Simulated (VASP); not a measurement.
Here is a VASP 6.6.1 calculation.

File INCAR:

```
PREC = Accurate
ENCUT = 520
EDIFF = 1E-6
ISMEAR = 0
SIGMA = 0.15
LREAL = False
LASPH = True
NELM = 80
ALGO = Fast
ISIF = 2
LWAVE = False
LCHARG = False
GGA = PS
NBANDS = 12
```

KPOINTS

```
Automatic mesh
0
Gamma
  22 22 22
```

Contents of POSCAR:

```
Ta
1.0
   -1.5394237585      1.5394237585      1.7875788683
    1.5394237585     -1.5394237585      1.7875788683
    1.5394237585      1.5394237585     -1.7875788683
Ta
1
Direct
    0.0000000000      0.0000000000      0.0000000000
```

Potentials or basis: VASP PAW PBE potentials, release 64 (Ta_pv).

Run with:

```bash
$ cat potpaw_PBE.64/Ta_pv/POTCAR > POTCAR
$ mpirun -np 1 vasp_std > vasp.out
```

(1) What does it give for the band gap on the k mesh?

(2) Estimate the pressure.

Results:

(1) zero (an odd number of electrons rules out a gap without spin polarisation).

(2) 11.9 GPa.

Caveat: the stress differs along the axes, from 0 to 18 GPa; the PAW data sets were made with another functional, which shifts forces and pressure a little; spin-orbit coupling is left out, which moves the levels of the heavy elements.
